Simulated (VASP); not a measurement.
Here is a VASP 6.6.1 calculation.

INCAR

```
PREC = Accurate ; ENCUT = 500
EDIFF = 1E-6 ; ISMEAR = -1
SIGMA = 0.02 ; LREAL = False
LASPH = True ; NELM = 120
ALGO = Normal ; ISIF = 2
LWAVE = False ; LCHARG = True
GGA = PE ; LELF = True
LVHAR = True ; NBANDS = 49
GGA_COMPAT = False
```

File KPOINTS:

```
regular mesh
0
Gamma
  12 12 2
```

File POSCAR:

```
CdI2
1.0
    4.2468179188      0.0000000000      0.0000000000
   -2.1234089594      3.6778522029      0.0000000000
    0.0000000000      0.0000000000     20.6923892625
Cd I
3 6
Direct
    0.6666666667      0.3333333333      0.3331655910
    0.3333333333      0.6666666667      0.6668344090
    0.0000000000      0.0000000000      0.0000000000
    0.3333333333      0.6666666667      0.0830957573
    0.3333333333      0.6666666667      0.4162484389
    0.6666666667      0.3333333333      0.9169042427
    0.6666666667      0.3333333333      0.5837515611
    0.0000000000      0.0000000000      0.2500582723
    0.0000000000      0.0000000000      0.7499417277
```

Potentials or basis: VASP PAW PBE potentials, release 64 (Cd, I).

Command:

```bash
$ cat potpaw_PBE.64/Cd/POTCAR potpaw_PBE.64/I/POTCAR > POTCAR
$ mpirun -np 1 vasp_std > vasp.out
```

Question: What does it give for the band gap on the k mesh?

Answer: 2.21 eV (least direct gap 2.35 eV).

Question: What does it give for the pressure?

Answer: 1.7 GPa.

Question: What does it give for the largest force?

Answer: 0.091 eV/Å.

Forces in eV/Å, atoms in the order of the input:
```
Cd   0.000  0.000 -0.001
Cd   0.000  0.000  0.001
Cd   0.000  0.000  0.000
I    0.000  0.000  0.091
I    0.000  0.000  0.086
I    0.000  0.000 -0.091
I    0.000  0.000 -0.086
I    0.000  0.000 -0.089
I    0.000  0.000  0.089
```

Caveat: spin-orbit coupling is left out, which moves the levels of the heavy elements; this functional lacks dispersion, which binds layers or chains, so the pressure and a relaxed spacing across them are unreliable. A k mesh can miss the band edges.
